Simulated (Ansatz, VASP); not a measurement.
SiC: VASP beside Ansatz

INCAR

```
SYSTEM = SiC
PREC     = Accurate       ! precision mode
ENCUT    = 520            ! plane-wave cutoff, eV
EDIFF    = 1E-7           ! SCF threshold, eV
ISMEAR   = 0              ! smearing method
SIGMA    = 0.01           ! smearing width, eV
LREAL    = .False.        ! projectors in reciprocal space
LASPH    = .True.         ! aspherical terms in the spheres
NELM     = 60             ! most SCF steps
ALGO     = Normal         ! electronic algorithm
ISIF     = 2              ! what is computed and relaxed
LWAVE    = .False.        ! write WAVECAR
LCHARG   = .False.        ! write CHGCAR
NBANDS   = 36             ! bands
```

File KPOINTS:

```
regular mesh
0
Gamma
  12 12 2
  0 0 0
```

POSCAR

```
SiC
1.0
    3.0783105055      0.0000000000      0.0000000000
   -1.5391552527      2.6658950985      0.0000000000
    0.0000000000      0.0000000000     15.1082189049
Si C
6 6
Direct
    0.3333333333      0.6666666667      0.8329803525
    0.6666666667      0.3333333333      0.3329803525
    0.6666666667      0.3333333333      0.6664987296
    0.3333333333      0.6666666667      0.1664987296
    0.0000000000      0.0000000000      0.4997152403
    0.0000000000      0.0000000000      0.9997152403
    0.0000000000      0.0000000000      0.8743698196
    0.0000000000      0.0000000000      0.3743698196
    0.3333333333      0.6666666667      0.7080026913
    0.6666666667      0.3333333333      0.2080026913
    0.6666666667      0.3333333333      0.5415341665
    0.3333333333      0.6666666667      0.0415341665
```

Input for Ansatz:

```yaml
crystal:
  lattice:
    - [3.0783105055, 0.0, 0.0]
    - [-1.5391552527, 2.6658950985, 0.0]
    - [0.0, 0.0, 15.1082189049]
  atoms:
    - { symbol: Si, position: [0.3333333333, 0.6666666667, 0.8329803525] }
    - { symbol: Si, position: [0.6666666667, 0.3333333333, 0.3329803525] }
    - { symbol: Si, position: [0.6666666667, 0.3333333333, 0.6664987296] }
    - { symbol: Si, position: [0.3333333333, 0.6666666667, 0.1664987296] }
    - { symbol: Si, position: [0.0, 0.0, 0.4997152403] }
    - { symbol: Si, position: [0.0, 0.0, 0.9997152403] }
    - { symbol: C, position: [0.0, 0.0, 0.8743698196] }
    - { symbol: C, position: [0.0, 0.0, 0.3743698196] }
    - { symbol: C, position: [0.3333333333, 0.6666666667, 0.7080026913] }
    - { symbol: C, position: [0.6666666667, 0.3333333333, 0.2080026913] }
    - { symbol: C, position: [0.6666666667, 0.3333333333, 0.5415341665] }
    - { symbol: C, position: [0.3333333333, 0.6666666667, 0.0415341665] }
kpoints:
  mp_grid: { grid: [12, 12, 2] }
  band_path:
    path:
      - [0.0, 0.0, 0.0]
      - [0.5, 0.0, 0.0]
      - [0.3333333333, 0.3333333333, 0.0]
      - [0.0, 0.0, 0.5]
      - [0.5, 0.0, 0.5]
      - [0.3333333333, 0.3333333333, 0.5]
      - [0.0, -0.5, 0.213542]
    npoints: 1
hamiltonian:
  xc: lda
scf:
  occupations: { method: fixed }
  n_extra_bands: 7
output:
  forces: true
  stress: true
  eigenvalues: true
  write_density: true
  write_potential: true
  elf: true
  volumetric_format: npy
```

Alike in both runs: task single point; functional LDA; k mesh 12 × 12 × 2; no spin polarisation.

|  | VASP | Ansatz |
| --- | --- | --- |
| version | VASP 6.6.1 | Ansatz 0.2.0 |
| potentials or method | VASP PAW LDA potentials, release 64 (Si, C) | plane waves, PAW |
| plane-wave cutoff (eV) | 520 | 420 |
| occupations | gaussian, width 0.01 eV | fixed |
| valence electrons in the cell | 48 | 48 |

|  | VASP | Ansatz | Ansatz less VASP |
| --- | --- | --- | --- |
| gap on the k mesh at the Fermi level (eV) | 1.97 | 1.98 | +0.011 |
| pressure (GPa) | -3.8 | -4.2 | -0.39 |
| traceless stress, the component that is largest in VASP (GPa) | -0.05 | -0.05 | -0.004 |
| rms of the force components (eV/Å) | 0.003 | 0.003 | -0.0002 |

LDA's correlation is that of Perdew and Zunger in VASP and of Perdew and Wang (1992) in Ansatz. Atom by atom the forces differ by 0.000 eV/Å (rms over components).
